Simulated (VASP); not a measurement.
Write the native input for VASP 6.6.1 that does the following.

```
Task                   : single point
Functional             : LDA
Potentials or basis    : VASP PAW LDA potentials, release 64 (Rh_pv)
Cutoff                 : 520 eV
k mesh                 : 24 × 24 × 12
Occupations            : gaussian, width 0.15 eV
Spin                   : no spin polarisation
Dipole correction      : no
Further INCAR settings : ALGO = Fast; EDIFF = 1e-07; NBANDS = 22
```

The structure of Rh lies in POSCAR:

```
Rh
1.0
    2.8830049769      0.0000000000      0.0000000000
   -1.4415024884      2.4967555492      0.0000000000
    0.0000000000      0.0000000000      3.9737589652
Rh
2
Direct
    0.6666666667      0.3333333333      0.7500000000
    0.3333333333      0.6666666667      0.2500000000
```

This isn't the form of Rh at room conditions, which is fcc.

This cell differs from its parent crystal: ratio of the length along z to the lengths across it x 0.85, volume and fractional coordinates fixed.

These files were run (other wordings do the same):

INCAR

```
SYSTEM = Rh
ALGO = Fast ; EDIFF = 1E-7
ENCUT = 520 ; GGA = CA
ISIF = 2 ; ISMEAR = 0
LASPH = .TRUE. ; LCHARG = .TRUE.
LELF = .TRUE. ; LREAL = .FALSE.
LVHAR = .TRUE. ; LWAVE = .FALSE.
NBANDS = 22 ; NELM = 80
PREC = Accurate ; SIGMA = 0.15
```

KPOINTS

```
k-points
0
G
  24 24 12
  0 0 0
```

Potentials or basis: VASP PAW LDA potentials, release 64 (Rh_pv).

Launch:

```bash
$ cat potpaw_LDA.64/Rh_pv/POTCAR > POTCAR
$ mpirun -np 1 vasp_std > vasp.out
```

Results of the run:

```
Pressure               : -11.8 GPa
Band gap on the k mesh : zero (bands 15 and 16 overlap by 1.53 eV)
```

Caveat: the stress differs along the axes, from -21 to 7 GPa.

It took 110 s on 1 thread of AMD EPYC 9R45 (Zen 5), on a shared host, peak memory 0.27 GiB.
